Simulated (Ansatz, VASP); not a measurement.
## One calculation of SiC, two programs

The input POSCAR:

```
SiC
1.0
    3.0755278798      0.0000000000      0.0000000000
   -1.5377639399      2.6634852739      0.0000000000
    0.0000000000      0.0000000000      5.0473895487
Si C
2 2
Direct
    0.3333333333      0.6666666667      0.0045711878
    0.6666666667      0.3333333333      0.5045711878
    0.3333333333      0.6666666667      0.3804288122
    0.6666666667      0.3333333333      0.8804288122
```

Contents of INCAR.step1:

```
PREC = Accurate ; ENCUT = 520
ISMEAR = 0 ; SIGMA = 0.05
LREAL = F ; LASPH = T
NELM = 80 ; NBANDS = 16
GGA = PE ; ALGO = Normal
EDIFF = 1E-4 ; LWAVE = T
LCHARG = F
```

File INCAR.step2:

```
PREC = Accurate ; ENCUT = 520
EDIFF = 1E-6 ; ISMEAR = 0
SIGMA = 0.05 ; LREAL = F
LASPH = T ; NELM = 80
ALGO = Normal ; ISIF = 2
LWAVE = F ; LCHARG = F
METAGGA = R2SCAN ; LMIXTAU = T
IVDW = 13 ; VDW_S6 = 1.0
VDW_S8 = 0.6018749 ; VDW_A1 = 0.51559235
VDW_A2 = 5.77342911 ; NBANDS = 16
ISTART = 1
```

Contents of KPOINTS:

```
Automatic mesh
0
Gamma
  8 8 6
```

Input for Ansatz:

```yaml
crystal:
  lattice:
    - [3.075527879769, 0.0, 0.0]
    - [-1.537763939884, 2.663485273927, 0.0]
    - [0.0, 0.0, 5.0473895487]
  atoms:
    - { symbol: Si, position: [0.3333333333333, 0.6666666666667, 0.0045711878] }
    - { symbol: Si, position: [0.6666666666667, 0.3333333333333, 0.5045711878] }
    - { symbol: C, position: [0.3333333333333, 0.6666666666667, 0.3804288122] }
    - { symbol: C, position: [0.6666666666667, 0.3333333333333, 0.8804288122] }
basis:
  ecutwfc: 500
  ecutrho_ratio: 4
kpoints:
  mp_grid: { grid: [8, 8, 6] }
hamiltonian:
  xc: r2scan
  dispersion: d4
scf:
  occupations: { method: gaussian, width: 0.05 }
output:
  forces: true
  stress: true
```

Alike in both runs: task single point; functional r2SCAN; dispersion D4; k mesh 8 × 8 × 6; occupations gaussian, width 0.05 eV; no spin polarisation.

```csv
,VASP,Ansatz
version,VASP 6.6.1,Ansatz 0.2.0
potentials or method,"VASP PAW PBE potentials, release 64 (Si, C), cutoff 520 eV","scalar-relativistic, plane waves, PAW"
valence electrons in the cell,16,16
```

Ansatz gave:

* pressure (GPa): -1.5
* traceless stress, the component that is largest in VASP (GPa): 0.06

Question: Which values does VASP return?

Answer: Pressure (GPa): -1.7; traceless stress, the component that is largest in VASP (GPa): 0.08.

VASP's potentials were made for PBE, not for r2SCAN.
